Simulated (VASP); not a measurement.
Runs of VASP 6.6.1 on BaY (L10 type). The structure is that of space group P4/mmm (No. 123), or close to it. The cells are those of the table. 

```tsv
task	level	U	cell	cutoff (eV)	gap on the mesh (eV)	pressure (GPa)
single point	PBEsol+U	Y d U = 1.0 eV	a = 3.904, b = 3.904, c = 5.856 Å, 2 atoms	520	none	-1.4
relaxation of cell and atoms	PBE	-	relaxed from a = 3.661, b = 3.661, c = 4.979 Å, 2 atoms	600	none	0.0
single point	PBEsol	-	a = 3.853, b = 3.853, c = 5.779 Å, 2 atoms	520	none	-1.2
electric field gradients	r2SCAN	-	a = 3.853, b = 3.853, c = 5.779 Å, 2 atoms	520	none	(a)
electric field gradients	PBEsol	-	a = 3.853, b = 3.853, c = 5.779 Å, 2 atoms	520	none	-1.2
```

Alike in all rows: potentials or basis VASP PAW PBE potentials, release 64 (Ba_sv, Y_sv); no spin polarisation; k mesh 11 × 11 × 8; smearing fermi-dirac 0.03 eV.

Problem. Estimate the missing entries.

Solution. (a) 0.6.

Caveats: spin-orbit coupling is left out, which moves the levels of the heavy elements; the PAW data sets were made with another functional, which shifts forces and pressure a little (at least some runs); U without spin polarisation on a metal has little footing (at least some runs); the U is typed as a test and isn't derived for this compound (at least some runs).

A k mesh can miss the band edges, and the runs leave out spin-orbit coupling on Ba, Y.

A gap of «none» marks levels without a gap at the run's occupations.
